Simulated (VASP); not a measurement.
# NaF (Fm-3m) in VASP: settings compared

NaF is run at these levels: PBEsol, PBE0; tasks: single point.

All numbers are computed with VASP 6.6.1; they aren't measurements. Logs are shortened: lines on timing, memory, paths and dates and some standing lists are left out, and cuts for length are marked.

## Step 1: The cell of the first run

Symmetry: Fm-3m, No. 225, cubic system. Conventional cell: a = 4.640 Å, b = 4.640 Å, c = 4.640 Å, α = 90.00°, β = 90.00°, γ = 90.00°. Within 3.1 Å of Na (site symmetry m-3m) lie 6 F at 2.32 Å. Within 3.1 Å of F (site symmetry m-3m) lie 6 Na at 2.32 Å.

## Step 2: Single point, PBEsol

Contents of INCAR:

```
SYSTEM = NaF
PREC = Accurate ; ENCUT = 520
EDIFF = 1E-6 ; ISMEAR = -1
SIGMA = 0.05 ; LREAL = .FALSE.
LASPH = .TRUE. ; NELM = 100
ALGO = Normal ; ISIF = 2
LWAVE = .FALSE. ; LCHARG = .TRUE.
GGA = PS ; LELF = .TRUE.
LVHAR = .TRUE. ; NBANDS = 14
```

Contents of KPOINTS:

```
Automatic mesh
0
G
  8 8 8
  0 0 0
```

Contents of POSCAR:

```
NaF
1.0
    0.0000000000      2.3200000000      2.3200000000
    2.3200000000      0.0000000000      2.3200000000
    2.3200000000      2.3200000000      0.0000000000
Na F
1 1
Direct
    0.0000000000      0.0000000000      0.0000000000
    0.5000000000      0.5000000000      0.5000000000
```

Potentials or basis: VASP PAW PBE potentials, release 64 (Na_pv, F).

The run is started by

```console
> cat potpaw_PBE.64/Na_pv/POTCAR potpaw_PBE.64/F/POTCAR > POTCAR
> mpirun -np 1 vasp_std > vasp.out
```

OUTCAR:

```text
SYSTEM = NaF
   PREC = Accurate
   ENCUT = 520
   EDIFF = 1E-6
   ISMEAR = -1
   LREAL = .FALSE.
   LASPH = .TRUE.
   NELM = 100
   ISIF = 2
   GGA = PS

 ion  position               nearest neighbor table
   1  0.000  0.000  0.000-   2 2.32   2 2.32   2 2.32   2 2.32   2 2.32   2 2.32
   2  0.500  0.500  0.500-   1 2.32   1 2.32   1 2.32   1 2.32   1 2.32   1 2.32

  LATTYP: Found a face centered cubic cell.
 ALAT       =     4.6400000000

  Lattice vectors:

 A1 = (   0.0000000000,   2.3200000000,   2.3200000000)
 A2 = (   2.3200000000,   0.0000000000,   2.3200000000)
 A3 = (   2.3200000000,   2.3200000000,   0.0000000000)

Analysis of symmetry for initial positions (statically):
=====================================================================
 Subroutine PRICEL returns:
 Original cell was already a primitive cell.

 Routine SETGRP: Setting up the symmetry group for a
 face centered cubic supercell.

 Subroutine GETGRP returns: Found 48 space group operations
 (whereof 48 operations were pure point group operations)
 out of a pool of 48 trial point group operations.

The static configuration has the point symmetry O_h .

Analysis of symmetry for dynamics (positions and initial velocities):
=====================================================================
 Subroutine PRICEL returns:
 Original cell was already a primitive cell.

 Routine SETGRP: Setting up the symmetry group for a
 face centered cubic supercell.

 Subroutine GETGRP returns: Found 48 space group operations
 (whereof 48 operations were pure point group operations)
 out of a pool of 48 trial point group operations.

The dynamic configuration has the point symmetry O_h .

 Subroutine INISYM returns: Found 48 space group operations
 (whereof 48 operations are pure point group operations),
 and found     1 'primitive' translations

----------------------------------------------------------------------------------------

                                     Primitive cell

  volume of cell :      24.9743

  direct lattice vectors                    reciprocal lattice vectors
     0.000000000  2.320000000  2.320000000    -0.215517241  0.215517241  0.215517241
     2.320000000  0.000000000  2.320000000     0.215517241 -0.215517241  0.215517241
     2.320000000  2.320000000  0.000000000     0.215517241  0.215517241 -0.215517241

  length of vectors
     3.280975465  3.280975465  3.280975465     0.373286812  0.373286812  0.373286812

  position of ions in fractional coordinates (direct lattice)
     0.000000000  0.000000000  0.000000000
     0.500000000  0.500000000  0.500000000

  ion indices of the primitive-cell ions
   primitive index   ion index
                 1           1
                 2           2

----------------------------------------------------------------------------------------

 KPOINTS: Automatic mesh

Automatic generation of k-mesh.
 Grid dimensions read from file:
 generate k-points for:    8    8    8

 Generating k-lattice:

  Cartesian coordinates                     Fractional coordinates (reciprocal lattice)
    -0.026939655  0.026939655  0.026939655     0.125000000  0.000000000  0.000000000
     0.026939655 -0.026939655  0.026939655     0.000000000  0.125000000  0.000000000
     0.026939655  0.026939655 -0.026939655     0.000000000  0.000000000  0.125000000

  Length of vectors
     0.046660851  0.046660851  0.046660851

  Shift w.r.t. Gamma in fractional coordinates (k-lattice)
     0.000000000  0.000000000  0.000000000

 Subroutine IBZKPT returns following result:
 ===========================================

 Found     29 irreducible k-points:

 Following reciprocal coordinates:
            Coordinates               Weight
  0.000000  0.000000  0.000000      1.000000
  0.125000  0.000000  0.000000      8.000000
  0.250000  0.000000  0.000000      8.000000
  0.375000  0.000000  0.000000      8.000000
  0.500000  0.000000  0.000000      4.000000
  0.125000  0.125000  0.000000      6.000000
[... 16 lines left out ...]
  0.500000  0.250000  0.125000     48.000000
 -0.375000  0.250000  0.125000     24.000000
 [... further k-points ...]
   k-points           NKPTS =     29   k-points in BZ     NKDIM =     29   number of bands    NBANDS=     14
   number of dos      NEDOS =    301   number of ions     NIONS =      2
   total plane-waves  NPLWV =  13824
   dimension x,y,z NGX =    24 NGY =   24 NGZ =   24
   dimension x,y,z NGXF=    48 NGYF=   48 NGZF=   48
   ions per type =               1   1
   NGX,Y,Z   is equivalent  to a cutoff of  12.16, 12.16, 12.16 a.u.
   NGXF,Y,Z  is equivalent  to a cutoff of  24.32, 24.32, 24.32 a.u.
 SYSTEM =  NaF
   PREC   = accura    normal or accurate (medium, high low for compatibility)
   ISTART =      0    job   : 0-new  1-cont  2-samecut
   ICHARG =      2    charge: 1-file 2-atom 10-const
   ISPIN  =      1    spin polarized calculation?
   LNONCOLLINEAR =      F non collinear calculations
   LSORBIT =      F    spin-orbit coupling
   LASPH  =      T    aspherical Exc in radial PAW
   ENCUT  =  520.0 eV  38.22 Ry    6.18 a.u.   6.10  6.10  6.10*2*pi/ulx,y,z
   NELM   =    100;   NELMIN=  2; NELMDL= -5     # of ELM steps
   EDIFF  = 0.1E-05   stopping-criterion for ELM
   LREAL  =      F    real-space projection
   EDIFFG = 0.1E-04   stopping-criterion for IOM
   NSW    =      0    number of steps for IOM
   IBRION =     -1    ionic relax: 0-MD 1-quasi-New 2-CG
   NFREE  =      0    steps in history (QN), initial steepest desc. (CG)
   ISIF   =      2    stress and relaxation
   ISYM   =      2    0-nonsym 1-usesym 2-fastsym
   POTIM  = 0.5000    time-step for ionic-motion
   TEBEG  =    0.0;   TEEND  =   0.0 temperature during run
   PSTRESS=    0.0 pullay stress
   NELECT =      14.0000    total number of electrons
   NUPDOWN=      -1.0000    fix difference up-down
   EMIN   =  10.00;   EMAX   =-10.00  energy-range for DOS
   EFERMI =   0.00;   METHOD = LEGACY
   ISMEAR =    -1;   SIGMA  =   0.05  broadening in eV -4-tet -1-fermi 0-gaus
   EFERMI_NEDOS =   21; number of points for ismear=-14 and -15
   IALGO  =     38    algorithm
   IMIX   =      4    mixing-type and parameters
     AMIX     =   0.40;   BMIX     =  1.00
     AMIX_MAG =   1.60;   BMIX_MAG =  1.00
  volume/ion in A,a.u.               =      12.49        84.27
  Fermi-wavevector in a.u.,A,eV,Ry     =   1.349852  2.550851 24.791186  1.822101
  Thomas-Fermi vector in A             =   2.477405
   LORBIT       =      0    0 simple, 1 ext, 2 COOP (PROOUT), +10 PAW based schemes
   GGA     = PS    functional components
   LHFCALC =     F    Hartree Fock is set to
   AEXX    =    0.0000 exact exchange contribution
   IVDW    =     0    specifies the selected vdW correction
   LEPSILON=     F    determine dielectric tensor
   LRPA    =     F    only Hartree local field effects (RPA)
 non-spin polarized calculation
  energy-cutoff  :      520.00
  volume of cell :       24.97
 maximum number of plane-waves:       692
   NGX = 13   NGY = 13   NGZ = 13

 number of electron      13.9999982 magnetization

 Free energy of the ion-electron system (eV)
  ---------------------------------------------------
  ext. energy  EPLUGINS =         0.00000000
  ---------------------------------------------------
  free energy    TOTEN  =        -8.76884399 eV

  energy without entropy =       -8.76884399  energy(sigma->0) =       -8.76884399

 E-fermi :  -1.0889     XC(G=0):  -9.3147

 val. band max:       -2.1926211443   @ k =   0.0000   0.0000   0.0000
 cond. band min:       3.9478215060   @ k =   0.0000   0.0000   0.0000
 fundamental gap:      6.1404426502
 Fermi energy:        -1.0889355802

 k-point     1 :       0.0000    0.0000    0.0000
  band No.  band energies     occupation
      1     -21.2425      2.00000
      2     -20.9739      2.00000
      3     -20.9739      2.00000
      4     -20.9739      2.00000
      5      -2.1926      2.00000
      6      -2.1926      2.00000
      7      -2.1926      2.00000
      8       3.9478      0.00000
      9      16.6230      0.00000
     10      16.6230      0.00000
     11      16.6230      0.00000
     12      19.2975      0.00000
     13      21.6808      0.00000
     14      21.6808      0.00000

 k-point     2 :       0.1250    0.0000    0.0000
  band No.  band energies     occupation
      1     -21.4331      2.00000
      2     -20.9757      2.00000
      3     -20.9757      2.00000
      4     -20.7634      2.00000
      5      -2.4941      2.00000
      6      -2.2310      2.00000
      7      -2.2309      2.00000
      8       4.4969      0.00000
      9      14.8456      0.00000
     10      16.8599      0.00000
     11      16.8599      0.00000
     12      21.0984      0.00000
     13      21.0984      0.00000
     14      21.2358      0.00000

 k-point     3 :       0.2500    0.0000    0.0000
  band No.  band energies     occupation
      1     -21.6571      2.00000
      2     -20.9801      2.00000
      3     -20.9801      2.00000
      4     -20.4890      2.00000
      5      -3.1041      2.00000
      6      -2.3222      2.00000
      7      -2.3222      2.00000
      8       5.8148      0.00000
      9      12.7506      0.00000
     10      17.3808      0.00000
     11      17.3808      0.00000
     12      20.4290      0.00000
     13      20.4290      0.00000
     14      21.9667      0.00000
[... 324 lines left out ...]
 k-point    23 :       0.5000    0.2500    0.1250
  band No.  band energies     occupation
      1     -21.6778      2.00000
      2     -21.0261      2.00000
      3     -20.9982      2.00000
      4     -20.3882      2.00000
      5      -3.4465      2.00000
      6      -2.6991      2.00000
      7      -2.4935      2.00000
      8       8.2956      0.00000
      9      11.1899      0.00000
     10      15.0748      0.00000
     11      16.9159      0.00000
     12      19.2122      0.00000
     13      21.2794      0.00000
     14      25.4244      0.00000

 k-point    24 :      -0.3750    0.2500    0.1250
  band No.  band energies     occupation
      1     -21.6925      2.00000
      2     -21.0293      2.00000
      3     -21.0054      2.00000
      4     -20.3571      2.00000
      5      -3.5187      2.00000
      6      -2.7775      2.00000
      7      -2.5322      2.00000
      8       9.3945      0.00000
      9      10.3453      0.00000
     10      14.7816      0.00000
     11      16.6134      0.00000
     12      19.8032      0.00000
     13      20.8655      0.00000
     14      25.6492      0.00000

 [... further k-points ...]

------------------------ aborting loop because EDIFF is reached ----------------------------------------

  FORCE on cell =-STRESS in cart. coord.  units (eV):
  Direction    XX          YY          ZZ          XY          YZ          ZX
  --------------------------------------------------------------------------------------
  -------------------------------------------------------------------------------------
  Total       -0.0667933     -0.0667933     -0.0667933     -0.0000000      0.0000000      0.0000000
  in kB       -4.2849852     -4.2849852     -4.2849852     -0.0000000      0.0000000      0.0000000
  external PRESSURE =      -4.2849852 kB  Pullay stress =       0.0000000 kB

 VOLUME and BASIS-vectors are now :
 -----------------------------------------------------------------------------
  energy-cutoff  :      520.00
  volume of cell :       24.97
      direct lattice vectors                 reciprocal lattice vectors
     0.000000000  2.320000000  2.320000000    -0.215517241  0.215517241  0.215517241
     2.320000000  0.000000000  2.320000000     0.215517241 -0.215517241  0.215517241
     2.320000000  2.320000000  0.000000000     0.215517241  0.215517241 -0.215517241

 POSITION                                       TOTAL-FORCE (eV/Angst)
 -----------------------------------------------------------------------------------
      0.00000      0.00000      0.00000         0.000000     -0.000000     -0.000000
      2.32000      2.32000      2.32000        -0.000000      0.000000      0.000000
 -----------------------------------------------------------------------------------
    total drift:                                0.000000     -0.000000      0.000000

  FREE ENERGIE OF THE ION-ELECTRON SYSTEM (eV)
  ---------------------------------------------------
  free  energy   TOTEN  =        -8.7688439887 eV

  energy  without entropy=       -8.7688439886  energy(sigma->0) =       -8.76884399
```

Run time: 6.1 s. Hardware: 1 thread of Intel Xeon Platinum 8488C (Sapphire Rapids), shared host; peak memory 0.13 GiB.

Results:

- Free energy: -8.7688 eV
- Pressure: -0.4 GPa
- Band gap on the k mesh: 6.14 eV

Caveat: the PAW data sets were made with another functional, which shifts forces and pressure a little.

[end of part 1 of 2]
